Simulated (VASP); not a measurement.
A run of VASP 6.6.1 is set up as follows.

Contents of INCAR:

```
SYSTEM = H
  PREC = Accurate
  ENCUT = 520
  EDIFF = 1E-6
  ISMEAR = 0
  SIGMA = 0.1
  LREAL = .FALSE.
  LASPH = .TRUE.
  NELM = 60
  ALGO = Normal
  ISIF = 2
  LWAVE = .FALSE.
  LCHARG = .FALSE.
  GGA = PE
  ISYM = 0
  NBANDS = 16
```

The input KPOINTS:

```
Automatic mesh
0
Gamma
  2 2 2
  0.5 0.5 0.5
```

The input POSCAR:

```
H
1.0
    5.9645971732     -0.2289548816     -0.0316037510
   -0.2441687162      5.4385131463      0.1953682192
   -0.0220667484      0.1825520626      5.6383166463
H
10
Direct
    0.5663214820      0.6207512766      0.8004930484
    0.9479832841      0.3667609395      0.6825712874
    0.6497906772      0.8405768754      0.3727754928
    0.2525824742      0.2938598484      0.3080376637
    1.0244762486      0.7703170051      0.9858142003
    0.0639691914      0.8571543086      0.8828769850
    0.3241358630      0.2235999891      0.2327237804
    0.4487352811      0.5889624273      0.8453206914
    0.7225199683      0.9192082064      0.2844508506
    0.8787465129      0.2782871724      0.6094831948
```

Potentials or basis: VASP PAW PBE potentials, release 64 (H).

Launch:

```bash
$ cat potpaw_PBE.64/H/POTCAR > POTCAR
$ mpirun -np 1 vasp_std > vasp.out
```

Q: Estimate the band gap on the k mesh.

A: 9.30 eV, indirect (least direct gap 9.40 eV).

Q: What does it give for the pressure?

A: -0.1 GPa.

Q: What does it give for the largest force?

A: 0.037 eV/Å.

Forces on the atoms (eV/Å):
```
H   -0.031 -0.014  0.010
H   -0.005 -0.007 -0.009
H    0.019  0.022 -0.023
H   -0.004  0.004  0.005
H    0.004  0.005 -0.007
H   -0.003 -0.006  0.007
H    0.004 -0.003 -0.005
H    0.030  0.013 -0.010
H   -0.019 -0.022  0.023
H    0.006  0.007  0.009
```

Caveat: the k points lie up to 0.58 Å⁻¹ apart.
